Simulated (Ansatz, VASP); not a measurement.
# One calculation of Ta, two programs

The input INCAR:

```
SYSTEM = Ta
ALGO     = Normal         ! electronic algorithm
EDIFF    = 1E-6           ! SCF threshold, eV
ENCUT    = 520            ! plane-wave cutoff, eV
GGA      = PE             ! functional
ISIF     = 2              ! what is computed and relaxed
ISMEAR   = 0              ! smearing method
LASPH    = .TRUE.         ! aspherical terms in the spheres
LCHARG   = .FALSE.        ! write CHGCAR
LREAL    = .FALSE.        ! projectors in reciprocal space
LWAVE    = .FALSE.        ! write WAVECAR
NBANDS   = 12             ! bands
NELM     = 100            ! most SCF steps
PREC     = Accurate       ! precision mode
SIGMA    = 0.15           ! smearing width, eV
```

The input KPOINTS:

```
k-points
0
G
  20 20 20
  0 0 0
```

Contents of POSCAR:

```
Ta
1.0
   -1.4337265222      1.4337265222      2.1788341958
    1.4337265222     -1.4337265222      2.1788341958
    1.4337265222      1.4337265222     -2.1788341958
Ta
1
Direct
    0.0000000000      0.0000000000      0.0000000000
```

Input for Ansatz:

```yaml
crystal:
  lattice:
    - [-1.4337265222, 1.4337265222, 2.1788341958]
    - [1.4337265222, -1.4337265222, 2.1788341958]
    - [1.4337265222, 1.4337265222, -2.1788341958]
  atoms:
    - { symbol: Ta, position: [0.0, 0.0, 0.0] }
basis:
  ecutwfc: 420
kpoints:
  mp_grid: { grid: [20, 20, 20] }
hamiltonian:
  xc: pbe
  pseudopotentials: { kind: paw, azcp: { folder: soft_1 } }
scf:
  occupations: { method: gaussian, width: 0.15 }
output:
  forces: true
  stress: true
  eigenvalues: true
  write_density: true
  write_potential: true
  elf: true
  volumetric_format: npy
```

Alike in both runs: task single point; functional PBE; k mesh 20 × 20 × 20; occupations gaussian, width 0.15 eV; no spin polarisation.

|  | VASP | Ansatz |
| --- | --- | --- |
| version | VASP 6.6.1 | Ansatz 0.2.0 |
| potentials or method | VASP PAW PBE potentials, release 64 (Ta_pv), cutoff 520 eV | scalar-relativistic, plane waves, PAW |
| valence electrons in the cell | 11 | 13 |

VASP gave:

```
gap on the k mesh at the Fermi level (eV)                     : none
pressure (GPa)                                                : 9.5
traceless stress, the component that is largest in VASP (GPa) : 5.86
```

**Question.** What did Ansatz give for the same quantities?

**Answer.** gap on the k mesh at the Fermi level (eV): none; pressure (GPa): 9.4; traceless stress, the component that is largest in VASP (GPa): 5.85.

A gap of «none» marks a metal or a gap that the smearing closes. VASP's potentials hold 11 valence electrons a cell and Ansatz's 13, so a difference there can come from the potentials and not from the codes.

Spin-orbit coupling is off throughout.
